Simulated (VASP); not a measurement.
Set up this calculation in VASP 6.6.1, as the native input.

```
Task                   : electric field gradients
Functional             : LDA
Potentials or basis    : VASP PAW LDA potentials, release 64 (Ti_sv)
Cutoff                 : 520 eV
k mesh                 : 13 × 13 × 7
Occupations            : fermi-dirac, width 0.05 eV
Spin                   : no spin polarisation
Dipole correction      : no
Further INCAR settings : ALGO = Normal; EDIFF = 1e-08; NBANDS = 19
```

The structure of Ti lies in POSCAR:

```
Ti
1.0
    2.9838672312      0.0000000000      0.0000000000
   -1.4919336156      2.5841048237      0.0000000000
    0.0000000000      0.0000000000      4.7169492834
Ti
2
Direct
    0.3333333333      0.6666666667      0.2500000000
    0.6666666667      0.3333333333      0.7500000000
```

This cell differs from its parent crystal: volume scaled by 1.05.

These files were run (other wordings do the same):

INCAR

```
PREC     = Accurate       # precision mode
ENCUT    = 520            # plane-wave cutoff, eV
EDIFF    = 1E-8           # SCF threshold, eV
ISMEAR   = -1             # smearing method
SIGMA    = 0.05           # smearing width, eV
LREAL    = F              # projectors in reciprocal space
LASPH    = T              # aspherical terms in the spheres
NELM     = 80             # most SCF steps
ALGO     = Normal         # electronic algorithm
ISIF     = 2              # what is computed and relaxed
LWAVE    = F              # write WAVECAR
LCHARG   = F              # write CHGCAR
GGA      = CA             # functional
LEFG     = T            
NBANDS   = 19             # bands
```

KPOINTS

```
Automatic mesh
0
Gamma
  13 13 7
```

Potentials or basis: VASP PAW LDA potentials, release 64 (Ti_sv).

Command:

```sh
$ cat potpaw_LDA.64/Ti_sv/POTCAR > POTCAR
$ mpirun -np 1 vasp_std > vasp.out
```

Results of the run:

```json
{
 "Pressure": "-12.4 GPa",
 "Band gap on the k mesh": "zero (band 12 reaches 8.33 eV, above the bottom of band 13 at 7.30 eV)"
}
```

Caveat: without QUAD_EFG the Cq values of the log hold for a quadrupole moment of 1 mb, not for the nuclei.

Run time: 23 s on 1 thread of Intel(R) Xeon(R) Platinum 8559C (Emerald Rapids), with other jobs on the host, peak memory 0.16 GiB.
